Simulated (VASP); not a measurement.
Here is a VASP 6.6.1 calculation.

The input POSCAR:

```
Al
1.0
   -1.5759003900      1.6569236100      1.6579838500
    1.4794763400     -1.5976414500      1.5022776300
    1.6144548200      1.6361958800     -1.5987016800
Al
1
Direct
    0.0000000000      0.0000000000      0.0000000000
```

Contents of INCAR.step1:

```
SYSTEM = Al
  ALGO = Normal
  EDIFF = 1E-5
  ENCUT = 600
  GGA = PE
  ISMEAR = -1
  LASPH = .True.
  LCHARG = .False.
  LREAL = .False.
  LWAVE = .True.
  NBANDS = 8
  NELM = 80
  PREC = Accurate
  SIGMA = 0.05
```

File INCAR.step2:

```
SYSTEM = Al
  AEXX = 0.25
  ALGO = Normal
  EDIFF = 1E-6
  EDIFFG = -0.01
  ENCUT = 600
  GGA = PS
  IBRION = 2
  ISIF = 3
  ISMEAR = -1
  ISTART = 1
  LASPH = .True.
  LCHARG = .False.
  LHFCALC = .True.
  LREAL = .False.
  LWAVE = .False.
  NELM = 80
  NSW = 60
  PREC = Accurate
  PRECFOCK = Normal
  SIGMA = 0.05
```

KPOINTS

```
k-points
0
Gamma
  6 6 6
  0 0 0
```

Potentials or basis: VASP PAW PBE potentials, release 64 (Al).

The run is started by

```console
$ cat potpaw_PBE.64/Al/POTCAR > POTCAR
$ cp INCAR.step1 INCAR
$ mpirun -np 1 vasp_std > vasp.out
$ cp INCAR.step2 INCAR
$ mpirun -np 1 vasp_std > vasp.out
```

(1) What does it give for the relaxed cell?

(2) Estimate the relaxed volume.

(3) Predict the space group after relaxing (to 0.05 Å).

## Answers

(1) a = 2.794 Å, b = 2.762 Å, c = 2.768 Å, α = 110.72°, β = 106.24°, γ = 110.92°.

(2) 16.53 Å³/atom.

(3) I4/mmm (No. 139).

Caveat: the k points lie up to 0.47 Å⁻¹ apart in the final cell; the PAW data sets were made with another functional, which shifts forces and pressure a little.
